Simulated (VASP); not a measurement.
Write the native input for VASP 6.6.1 that does the following.

| Item | Value |
| --- | --- |
| Task | single point |
| Functional | PBE |
| Potentials or basis | VASP PAW PBE potentials, release 64 (Si, O) |
| Cutoff | 600 eV |
| k mesh | 2 × 2 × 2, shifted |
| Occupations | gaussian, width 0.02 eV |
| Spin | no spin polarisation |
| Dipole correction | no |
| Further INCAR settings | ALGO = Normal; EDIFF = 1e-06; NBANDS = 82 |

The structure of SiO2 lies in POSCAR:

```
SiO2
1.0
   -5.0262973975      5.0262973975      0.0000000000
    5.0262973975      5.0262973975      0.0000000000
    0.0000000000      0.0000000000     -7.3717410235
Si O
8 16
Direct
    0.5003031857     -0.0010124230      0.5000206097
    1.0002617929     -0.0011800734     -0.0001388842
    1.0003830612      0.4990921773      0.4999636022
    0.5002132471      0.4986989394      0.0001123051
    0.7505294431      0.2489035391      0.2500422193
    0.2501539833      0.2489597668      0.7499388432
    0.2503388304      0.7490084889      0.2499378504
    0.7501547221      0.7487391085      0.7500392565
    0.5795049356      0.1701524310      0.3752508768
    0.0788300094      0.1699783152      0.8746750187
    0.0791527504      0.6704062481      0.3750808618
    0.5790005159      0.6697775216      0.8749733778
    0.6714924660      0.4199578765      0.1250174605
    0.1715220662      0.4203758300      0.6251069787
    0.1716071071      0.9200450253      0.1246925096
    0.6712101210      0.9200113053      0.6252520239
    0.8292536576      0.0776543774      0.1250718149
    0.3289698851      0.0779299533      0.6247470128
    0.3291268382      0.5776138745      0.1251841149
    0.8290324531      0.5777015625      0.6248792226
    0.9218197678      0.3278998082      0.3748129370
    0.4212356174      0.3274759202      0.8752492831
    0.4215577920      0.8279344957      0.3748231206
    0.9213421416      0.8275396726      0.8750445264
```

These files were run (other wordings do the same):

INCAR

```
SYSTEM = SiO2
  ALGO = Normal
  EDIFF = 1E-6
  ENCUT = 600
  GGA = PE
  GGA_COMPAT = .FALSE.
  ISIF = 2
  ISMEAR = 0
  LASPH = .TRUE.
  LCHARG = .TRUE.
  LELF = .TRUE.
  LREAL = .FALSE.
  LVHAR = .TRUE.
  LWAVE = .FALSE.
  NBANDS = 82
  NELM = 120
  PREC = Accurate
  SIGMA = 0.02
```

KPOINTS

```
Automatic mesh
0
Gamma
  2 2 2
  0.5 0.5 0.5
```

Potentials or basis: VASP PAW PBE potentials, release 64 (Si, O).

Command:

```bash
$ cat potpaw_PBE.64/Si/POTCAR potpaw_PBE.64/O/POTCAR > POTCAR
$ mpirun -np 1 vasp_std > vasp.out
```

It gave:

```
Pressure               : -0.1 GPa
Largest force          : 0.009 eV/Å
Band gap on the k mesh : 6.68 eV
```

Caveat: a shifted mesh leaves out Γ, where band edges can lie.

Run time: 5.3 min on 1 thread of Oxide Virtual Turin-like Processor, on a shared host, peak memory 0.49 GiB.
